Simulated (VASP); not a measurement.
# TeO (Fmmm) in VASP: single point with PBE

Aim: the single point of TeO with PBE.

All numbers are computed with VASP 6.6.1; they aren't measurements. Logs are shortened: lines on timing, memory, paths and dates and some standing lists are left out, and cuts for length are marked.

## 1. The cell of the first run

Symmetry: Fmmm, No. 69, orthorhombic system. The conventional cell has a = 4.631 Å, b = 4.708 Å, c = 7.731 Å, α = 90.00°, β = 90.00°, γ = 90.00°. Within 3.1 Å of Te (site symmetry mmm) lie 4 O at 2.32 to 2.35 Å. O (site symmetry mmm) has 4 Te at 2.32 to 2.35 Å within 3.1 Å.

## 2. Single point, PBE

Input file INCAR:

```
PREC = Accurate
ENCUT = 520
EDIFF = 1E-6
ISMEAR = 0
SIGMA = 0.1
LREAL = F
LASPH = T
NELM = 60
ALGO = Normal
ISIF = 2
LWAVE = F
LCHARG = T
GGA = PE
LELF = T
LVHAR = T
NBANDS = 13
```

Input file KPOINTS:

```
Automatic mesh
0
Gamma
  6 6 6
```

Input file POSCAR:

```
TeO
1.0
    0.0000000000      2.3542186798      3.8653696440
    2.3152647078      0.0000000000      3.8653696440
    2.3152647078      2.3542186798      0.0000000000
Te O
1 1
Direct
    0.0000000000      0.0000000000      0.0000000000
    0.5000000000      0.5000000000      0.5000000000
```

Potentials or basis: VASP PAW PBE potentials, release 64 (Te, O).

The run is started by

```bash
$ cat potpaw_PBE.64/Te/POTCAR potpaw_PBE.64/O/POTCAR > POTCAR
$ mpirun -np 1 vasp_std > vasp.out
```

OUTCAR:

```text
PREC = Accurate
   ENCUT = 520
   EDIFF = 1E-6
   ISMEAR = 0
   LREAL = F
   LASPH = T
   NELM = 60
   ISIF = 2
   GGA = PE

 ion  position               nearest neighbor table
   1  0.000  0.000  0.000-   2 2.32   2 2.32   2 2.35   2 2.35
   2  0.500  0.500  0.500-   1 2.32   1 2.32   1 2.35   1 2.35

  LATTYP: Found a face centered orthorhombic cell.
 ALAT       =     4.6305294156
 B/A-ratio  =     1.0168248459
 C/A-ratio  =     1.6695152096

  Lattice vectors:

 A1 = (   0.0000000000,   2.3542186798,   3.8653696440)
 A2 = (   2.3152647078,   0.0000000000,   3.8653696440)
 A3 = (   2.3152647078,   2.3542186798,   0.0000000000)

Analysis of symmetry for initial positions (statically):
=====================================================================
 Subroutine PRICEL returns:
 Original cell was already a primitive cell.

 Routine SETGRP: Setting up the symmetry group for a
 face centered orthorhombic supercell.

 Subroutine GETGRP returns: Found  8 space group operations
 (whereof  8 operations were pure point group operations)
 out of a pool of  8 trial point group operations.

The static configuration has the point symmetry D_2h.

Analysis of symmetry for dynamics (positions and initial velocities):
=====================================================================
 Subroutine PRICEL returns:
 Original cell was already a primitive cell.

 Routine SETGRP: Setting up the symmetry group for a
 face centered orthorhombic supercell.

 Subroutine GETGRP returns: Found  8 space group operations
 (whereof  8 operations were pure point group operations)
 out of a pool of  8 trial point group operations.

The dynamic configuration has the point symmetry D_2h.

 Subroutine INISYM returns: Found  8 space group operations
 (whereof  8 operations are pure point group operations),
 and found     1 'primitive' translations

----------------------------------------------------------------------------------------

                                     Primitive cell

  volume of cell :      42.1375

  direct lattice vectors                    reciprocal lattice vectors
     0.000000000  2.354218680  3.865369644    -0.215958028  0.212384688  0.129353735
     2.315264708  0.000000000  3.865369644     0.215958028 -0.212384688  0.129353735
     2.315264708  2.354218680  0.000000000     0.215958028  0.212384688 -0.129353735

  length of vectors
     4.525862136  4.505722268  3.301938258     0.329359248  0.329359248  0.329359248

  position of ions in fractional coordinates (direct lattice)
     0.000000000  0.000000000  0.000000000
     0.500000000  0.500000000  0.500000000

  ion indices of the primitive-cell ions
   primitive index   ion index
                 1           1
                 2           2

----------------------------------------------------------------------------------------

 KPOINTS: Automatic mesh

Automatic generation of k-mesh.
 Grid dimensions read from file:
 generate k-points for:    6    6    6

 Generating k-lattice:

  Cartesian coordinates                     Fractional coordinates (reciprocal lattice)
    -0.035993005  0.035397448  0.021558956     0.166666667  0.000000000  0.000000000
     0.035993005 -0.035397448  0.021558956     0.000000000  0.166666667  0.000000000
     0.035993005  0.035397448 -0.021558956    -0.000000000 -0.000000000  0.166666667

  Length of vectors
     0.054893208  0.054893208  0.054893208

  Shift w.r.t. Gamma in fractional coordinates (k-lattice)
     0.000000000  0.000000000  0.000000000

 Subroutine IBZKPT returns following result:
 ===========================================

 Found     46 irreducible k-points:

 Following reciprocal coordinates:
            Coordinates               Weight
  0.000000  0.000000  0.000000      1.000000
  0.166667  0.000000  0.000000      8.000000
  0.333333 -0.000000  0.000000      8.000000
  0.500000 -0.000000  0.000000      4.000000
  0.166667  0.166667  0.000000      2.000000
  0.333333  0.166667  0.000000      8.000000
[... 16 lines left out ...]
 -0.166667  0.166667  0.166667      8.000000
  0.500000  0.333333  0.166667      4.000000
 [... further k-points ...]
   k-points           NKPTS =     46   k-points in BZ     NKDIM =     46   number of bands    NBANDS=     13
   number of dos      NEDOS =    301   number of ions     NIONS =      2
   total plane-waves  NPLWV =  36288
   dimension x,y,z NGX =    36 NGY =   36 NGZ =   28
   dimension x,y,z NGXF=    72 NGYF=   72 NGZF=   56
   ions per type =               1   1
   NGX,Y,Z   is equivalent  to a cutoff of  13.22, 13.28, 14.10 a.u.
   NGXF,Y,Z  is equivalent  to a cutoff of  26.45, 26.57, 28.19 a.u.
 SYSTEM =  unknown system
   PREC   = accura    normal or accurate (medium, high low for compatibility)
   ISTART =      0    job   : 0-new  1-cont  2-samecut
   ICHARG =      2    charge: 1-file 2-atom 10-const
   ISPIN  =      1    spin polarized calculation?
   LNONCOLLINEAR =      F non collinear calculations
   LSORBIT =      F    spin-orbit coupling
   LASPH  =      T    aspherical Exc in radial PAW
   ENCUT  =  520.0 eV  38.22 Ry    6.18 a.u.   8.42  8.38  6.14*2*pi/ulx,y,z
   NELM   =     60;   NELMIN=  2; NELMDL= -5     # of ELM steps
   EDIFF  = 0.1E-05   stopping-criterion for ELM
   LREAL  =      F    real-space projection
   EDIFFG = 0.1E-04   stopping-criterion for IOM
   NSW    =      0    number of steps for IOM
   IBRION =     -1    ionic relax: 0-MD 1-quasi-New 2-CG
   NFREE  =      0    steps in history (QN), initial steepest desc. (CG)
   ISIF   =      2    stress and relaxation
   ISYM   =      2    0-nonsym 1-usesym 2-fastsym
   POTIM  = 0.5000    time-step for ionic-motion
   TEBEG  =    0.0;   TEEND  =   0.0 temperature during run
   PSTRESS=    0.0 pullay stress
   NELECT =      12.0000    total number of electrons
   NUPDOWN=      -1.0000    fix difference up-down
   EMIN   =  10.00;   EMAX   =-10.00  energy-range for DOS
   EFERMI =   0.00;   METHOD = LEGACY
   ISMEAR =     0;   SIGMA  =   0.10  broadening in eV -4-tet -1-fermi 0-gaus
   EFERMI_NEDOS =   21; number of points for ismear=-14 and -15
   IALGO  =     38    algorithm
   IMIX   =      4    mixing-type and parameters
     AMIX     =   0.40;   BMIX     =  1.00
     AMIX_MAG =   1.60;   BMIX_MAG =  1.00
  volume/ion in A,a.u.               =      21.07       142.18
  Fermi-wavevector in a.u.,A,eV,Ry     =   1.077075  2.035376 15.783976  1.160090
  Thomas-Fermi vector in A             =   2.212976
   LORBIT       =      0    0 simple, 1 ext, 2 COOP (PROOUT), +10 PAW based schemes
   GGA     = PE    functional components
   LHFCALC =     F    Hartree Fock is set to
   AEXX    =    0.0000 exact exchange contribution
   IVDW    =     0    specifies the selected vdW correction
   LEPSILON=     F    determine dielectric tensor
   LRPA    =     F    only Hartree local field effects (RPA)
 non-spin polarized calculation
 Gauss-broadening in eV      SIGMA  =   0.10
  energy-cutoff  :      520.00
  volume of cell :       42.14
 maximum number of plane-waves:      1148
 NGX is ok and might be reduce to    36
   NGX = 17   NGY = 17   NGZ = 13

 number of electron      12.0000001 magnetization

 Free energy of the ion-electron system (eV)
  ---------------------------------------------------
  ext. energy  EPLUGINS =         0.00000000
  ---------------------------------------------------
  free energy    TOTEN  =        -8.11262022 eV

  energy without entropy =       -8.09997714  energy(sigma->0) =       -8.10629868

 E-fermi :   5.1940     XC(G=0):  -9.3350

 val. band max:        5.1673444432   @ k =   0.3333   0.0000   0.1667
 cond. band min:       5.2071906413   @ k =  -0.3333   0.3333   0.1667
 fundamental gap:      0.0398461981
 Fermi energy:         5.1939928188

 k-point     1 :       0.0000    0.0000    0.0000
  band No.  band energies     occupation
      1     -14.5245      2.00000
      2      -4.7870      2.00000
      3      -0.3469      2.00000
      4      -0.0828      2.00000
      5       0.9177      2.00000
      6       5.9702      0.00000
      7       9.3729      0.00000
      8       9.7853      0.00000
      9      10.2172      0.00000
     10      11.1751      0.00000
     11      16.0794      0.00000
     12      16.1704      0.00000
     13      17.1712      0.00000

 k-point     2 :       0.1667    0.0000    0.0000
  band No.  band energies     occupation
      1     -14.3565      2.00000
      2      -5.4625      2.00000
      3       0.0190      2.00000
      4       0.4017      2.00000
      5       1.0715      2.00000
      6       5.4663      0.00012
      7       8.0904      0.00000
      8       9.2302      0.00000
      9      10.1183      0.00000
     10      12.8129      0.00000
     11      14.2680      0.00000
     12      16.5625      0.00000
     13      19.1139      0.00000

 k-point     3 :       0.3333   -0.0000    0.0000
  band No.  band energies     occupation
      1     -13.9745      2.00000
      2      -6.6287      2.00000
      3       0.6468      2.00000
      4       1.3550      2.00000
      5       1.8432      2.00000
      6       4.3653      2.00000
      7       5.7328      0.00000
      8       7.7018      0.00000
      9      11.3598      0.00000
     10      13.9773      0.00000
     11      15.0747      0.00000
     12      17.7891      0.00000
     13      19.4306      0.00000
[... 305 lines left out ...]
 k-point    23 :      -0.1667    0.1667    0.1667
  band No.  band energies     occupation
      1     -13.8446      2.00000
      2      -6.4716      2.00000
      3      -0.9133      2.00000
      4       1.7915      2.00000
      5       2.4303      2.00000
      6       4.4878      2.00000
      7       5.2749      0.25253
      8       8.1731      0.00000
      9      11.4553      0.00000
     10      12.4851      0.00000
     11      16.0867      0.00000
     12      16.7488      0.00000
     13      20.9012      0.00000

 k-point    24 :       0.5000    0.3333    0.1667
  band No.  band energies     occupation
      1     -14.1686      2.00000
      2      -5.5656      2.00000
      3      -1.1080      2.00000
      4       0.3314      2.00000
      5       1.8479      2.00000
      6       4.9764      1.99791
      7       6.5867      0.00000
      8       8.6919      0.00000
      9      13.7755      0.00000
     10      14.2159      0.00000
     11      15.3292      0.00000
     12      17.4554      0.00000
     13      18.8015      0.00000

 [... further k-points ...]
[... 5 lines left out ...]
  --------------------------------------------------------------------------------------
  -------------------------------------------------------------------------------------
  Total       -0.1695486     -0.1236543      0.0524792      0.0000000      0.0000000      0.0000000
  in kB       -6.4466834     -4.7016624      1.9953970      0.0000000      0.0000000      0.0000000
  external PRESSURE =      -3.0509829 kB  Pullay stress =       0.0000000 kB

 VOLUME and BASIS-vectors are now :
 -----------------------------------------------------------------------------
  energy-cutoff  :      520.00
  volume of cell :       42.14
      direct lattice vectors                 reciprocal lattice vectors
     0.000000000  2.354218680  3.865369644    -0.215958028  0.212384688  0.129353735
     2.315264708  0.000000000  3.865369644     0.215958028 -0.212384688  0.129353735
     2.315264708  2.354218680  0.000000000     0.215958028  0.212384688 -0.129353735

 POSITION                                       TOTAL-FORCE (eV/Angst)
 -----------------------------------------------------------------------------------
      0.00000      0.00000      0.00000         0.000000     -0.000000      0.000000
      2.31526      2.35422      3.86537        -0.000000      0.000000     -0.000000
 -----------------------------------------------------------------------------------
    total drift:                                0.000000      0.000000      0.000000

  FREE ENERGIE OF THE ION-ELECTRON SYSTEM (eV)
  ---------------------------------------------------
  free  energy   TOTEN  =        -8.1126202183 eV

  energy  without entropy=       -8.0999771429  energy(sigma->0) =       -8.10629868
```

Wall time 29 s (1 thread of Intel Xeon Platinum 8259CL at 2.50GHz (Skylake/Cascade Lake), shared host); peak memory 0.19 GiB.

Results:

```
Free energy            : -8.1126 eV
Pressure               : -0.3 GPa
Band gap on the k mesh : zero (band 6 reaches 5.97 eV, above the bottom of band 7 at 3.98 eV)
```

Stress tensor (GPa, compression positive):
```
-0.64  0.00  0.00
 0.00 -0.47  0.00
 0.00  0.00  0.20
```

Levels at points of the mesh, in eV from the Fermi level:
| k point | band 3 | band 4 | band 5 | band 6 | band 7 | band 8 | band 9 | band 10 |
| --- | --- | --- | --- | --- | --- | --- | --- | --- |
| (0.00, 0.00, 0.00) | -5.54 | -5.28 | -4.28 | 0.78 | 4.18 | 4.59 | 5.02 | 5.98 |
| (0.50, 0.00, 0.00) | -4.17 | -3.37 | -2.08 | -1.64 | -1.09 | 1.73 | 6.47 | 10.31 |
| (0.50, 0.50, 0.00) | -5.77 | -5.60 | -5.34 | 0.12 | 4.37 | 4.77 | 5.45 | 11.50 |
| (0.50, 0.00, 0.50) | -8.02 | -7.94 | -3.04 | 0.02 | 3.08 | 3.83 | 5.25 | 9.00 |
| (0.00, 0.50, 0.50) | -8.08 | -7.88 | -3.10 | 0.03 | 3.30 | 3.59 | 5.08 | 9.14 |

Caveat: spin-orbit coupling is left out, which moves the levels of the heavy elements.
